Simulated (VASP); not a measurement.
The system is CaPtC4N4.

```
Ca Pt C N
1.0
     3.41258   -3.73600    0.00000
     3.41258    3.73600    0.00000
     0.00000    0.00000    7.47200
Ca Pt C N
1 1 4 4
Direct
  0.00000 0.00000 0.00000
  0.50000 0.50000 0.50000
  0.19930 0.80070 0.80070
  0.80070 0.19930 0.19930
  0.19930 0.80070 0.19930
  0.80070 0.19930 0.80070
  0.31002 0.68998 0.68998
  0.68998 0.31002 0.31002
  0.31002 0.68998 0.31002
  0.68998 0.31002 0.68998
```

* Program: VASP 6.6.1
* Task: relaxation of cell and atoms
* Functional: PBE
* Potentials or basis: VASP PAW PBE potentials, release 64 (Ca_sv, Pt, C, N)
* Cutoff: 600 eV
* k mesh: 4 × 4 × 4
* Occupations: gaussian, width 0.1 eV
* Spin: no spin polarisation

At the start: pressure 9.4 GPa; volume 19.05 Å³/atom.

Task: How do energy, volume and symmetry change on relaxing?

Result: Over 45 steps the energy falls by 310.3 meV/atom and the volume is 23.74 Å³/atom (+24.6 %); space group Cmmm (No. 65, to 0.1 Å) before and after.

The path:
```tsv
step	energy change (eV)	largest force (eV/Å)	pressure (GPa)	volume (Å³)
1	0.0000	4.1042	9.37	190.53
3	-2.0737	6.2515	3.86	213.92
5	-2.5797	1.4466	-3.16	221.37
7	-2.7341	1.1288	-2.48	220.58
9	-3.0416	0.3223	0.77	217.97
11	-3.0422	0.6236	1.14	218.83
13	-3.0505	0.1671	0.55	219.54
15	-3.0611	0.1262	-0.23	223.28
17	-3.0696	0.4453	-0.32	225.52
19	-3.0767	0.1224	0.29	226.89
21	-3.0775	0.2056	0.39	227.39
23	-3.0816	0.1561	0.33	229.61
25	-3.0875	0.2536	0.26	233.91
27	-3.0904	0.4216	0.17	236.31
29	-3.0914	0.1076	-0.76	241.35
31	-3.0941	0.1152	-0.35	239.02
33	-3.0970	0.2871	-0.28	238.25
35	-3.0988	0.1325	-0.01	237.81
37	-3.0991	0.1506	0.17	237.52
39	-3.1002	0.1093	0.18	237.35
41	-3.1010	0.1458	0.26	236.55
43	-3.1021	0.0528	0.23	236.99
45	-3.1026	0.0176	0.05	237.36
```

Final structure:
```
CELL_PARAMETERS angstrom
3.73944 -4.06416 0.00000
3.73944 4.06416 0.00000
0.00000 0.00000 7.80895
ATOMIC_POSITIONS crystal
Ca 0.00000 0.00000 0.00000
Pt 0.50000 0.50000 0.50000
C 0.22634 0.77366 0.78110
C 0.77366 0.22634 0.21890
C 0.22634 0.77366 0.21890
C 0.77366 0.22634 0.78110
N 0.33032 0.66968 0.67714
N 0.66968 0.33032 0.32286
N 0.33032 0.66968 0.32286
N 0.66968 0.33032 0.67714
```

Caveat: the volume moved by over 15 % at a fixed basis, so the end points are rough.
